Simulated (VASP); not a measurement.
Crystal: BN.

```
B N
1.0
     2.60112    0.00000    0.00000
    -1.30056    2.25264    0.00000
     0.00000    0.00000    7.16955
B N
2 2
Direct
  0.33333 0.66667 0.25000
  0.66667 0.33333 0.75000
  0.66667 0.33333 0.25000
  0.33333 0.66667 0.75000
```

This cell differs from its parent crystal: strain +4.0%.

Base run:

```yaml
Program: VASP 6.6.1
Functional: r2SCAN
Potentials_or_basis: VASP PAW PBE potentials, release 64 (B, N)
Cutoff: 520 eV
k_mesh: 12 × 12 × 4
Occupations: gaussian, width 0.01 eV
Spin: no spin polarisation
```

Its results: band gap on the k mesh 4.76 eV, indirect (least direct gap 5.05 eV); pressure -22.7 GPa.

Q: The run is repeated on the same cell with these changes: functional from r2SCAN to HSE06; k mesh from 12 × 12 × 4 to 9 × 9 × 4. What comes out?

A: Band gap on the k mesh 5.58 eV, indirect (least direct gap 5.76 eV); pressure -23.9 GPa.

Several settings changed at once, so the effect can't be laid on one alone.

Caveats: the PAW data sets were made with another functional, which shifts forces and pressure a little; this functional lacks dispersion, which binds the layers, so the pressure and a relaxed spacing across them are unreliable (some runs).

A k mesh can miss the band edges.
